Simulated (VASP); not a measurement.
Set up this calculation in VASP 6.6.1, as the native input.

| Item | Value |
| --- | --- |
| Task | single point |
| Functional | PBE |
| Potentials or basis | VASP PAW PBE potentials, release 64 (Sn_d, Se, H) |
| Cutoff | 520 eV |
| k mesh | 1 × 1 × 5 |
| Occupations | gaussian, width 0.05 eV |
| Spin | no spin polarisation |
| Dipole correction | no |
| Further INCAR settings | LREAL = Auto; ALGO = Normal; EDIFF = 1e-07; NBANDS = 87 |

The structure of Sn7H4Se7 (buck sheet) lies in POSCAR:

```
Sn7H4Se7
1.0
   23.2000000000      0.0000000000      0.0000000000
    0.0000000000     10.9000000000      0.0000000000
    0.0000000000      0.0000000000      6.7797015376
Sn Se H
7 7 4
Direct
    0.6687182115      0.4286591373      0.3333333333
    0.7530773173      0.4286591373      0.8333333333
    0.5000000000      0.4286591373      0.3333333333
    0.5843591058      0.4286591373      0.8333333333
    0.3312817885      0.4286591373      0.3333333333
    0.4156408942      0.4286591373      0.8333333333
    0.2469226827      0.4286591373      0.8333333333
    0.7530773173      0.5713408627      0.1666666667
    0.5843591058      0.5713408627      0.1666666667
    0.6687182115      0.5713408627      0.6666666667
    0.4156408942      0.5713408627      0.1666666667
    0.5000000000      0.5713408627      0.6666666667
    0.2469226827      0.5713408627      0.1666666667
    0.3312817885      0.5713408627      0.6666666667
    0.8059682699      0.5181168468      0.7288376931
    0.1940317301      0.5181168468      0.7288376931
    0.7982806315      0.4948857273      0.2559739871
    0.2017193685      0.4948857273      0.2559739871
```

One way to write it, as run:

INCAR

```
  PREC = Accurate
  ENCUT = 520
  EDIFF = 1E-7
  ISMEAR = 0
  SIGMA = 0.05
  LREAL = Auto
  LASPH = True
  NELM = 60
  ALGO = Normal
  ISIF = 2
  LWAVE = False
  LCHARG = False
  GGA = PE
  NBANDS = 87
```

KPOINTS

```
regular mesh
0
Gamma
  1 1 5
```

Potentials or basis: VASP PAW PBE potentials, release 64 (Sn_d, Se, H).

Launch:

```sh
$ cat potpaw_PBE.64/Sn_d/POTCAR potpaw_PBE.64/Se/POTCAR potpaw_PBE.64/H/POTCAR > POTCAR
$ mpirun -np 1 vasp_std > vasp.out
```

Results of the run:

| Quantity | Value |
| --- | --- |
| Largest force | 1.053 eV/Å |
| Band gap on the k mesh | 2.12 eV, direct |

Caveat: spin-orbit coupling is left out, which moves the levels of the heavy elements.

Wall time 41 min on 1 thread of Oxide Virtual Turin-like Processor, with other jobs on the host, peak memory 1.5 GiB.
